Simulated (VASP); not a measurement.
TlBTe2:

```
Tl B Te
1.0
     4.81855    0.00000    0.00000
     0.00000    4.81855    0.00000
     0.00000    0.00000    4.72645
Tl B Te
1 1 2
Cartesian
  0.0000 0.0000 0.0000
  2.4093 2.4093 0.0000
  0.0000 2.4093 2.3632
  2.4093 0.0000 2.3632
```

```yaml
Program: VASP 6.6.1
Task: relaxation of cell and atoms
Functional: PBE
Potentials_or_basis: VASP PAW PBE potentials, release 64 (Tl_d, B, Te)
Cutoff: 600 eV
k_mesh: 10 × 10 × 10
Occupations: gaussian, width 0.1 eV
Spin: no spin polarisation
```

At the start: pressure -1.1 GPa; volume 27.44 Å³/atom.

Q: How do energy, volume and symmetry change on relaxing?

A: Over 14 steps the energy falls by 30.5 meV/atom and the volume is 26.96 Å³/atom (-1.7 %); space group P4/mmm (No. 123, to 0.05 Å).

The path:
```
step  energy change (eV)  largest force (eV/Å)  pressure (GPa)  volume (Å³)
   1              0.0000                0.0000           -1.10       109.74
   2             -0.0208                0.0000           -0.18       106.76
   3             -0.0242                0.0000            0.42       105.07
   4             -0.0346                0.0000            0.41       105.21
   5             -0.0625                0.0000            0.45       105.51
   6             -0.1076                0.0000            0.69       105.60
   7              0.0615                0.0000            3.38       103.91
   8             -0.1144                0.0000            0.80       105.51
   9             -0.1150                0.0000            0.95       105.37
  10             -0.1138                0.0000           -0.75       110.51
  11             -0.1215                0.0000            0.08       107.79
  12             -0.1215                0.0000            0.09       107.74
  13             -0.1220                0.0000            0.06       107.80
  14             -0.1222                0.0000            0.02       107.85
```

Final structure:
```xyz
4
Lattice="4.4231 0.0000 0.0000 0.0000 4.4231 0.0000 0.0000 0.0000 5.5129" Properties=species:S:1:pos:R:3 pbc="T T T"
Tl    0.0000    0.0000    0.0000
B     2.2115    2.2115    0.0000
Te    0.0000    2.2115    2.7565
Te    2.2115    0.0000    2.7565
```
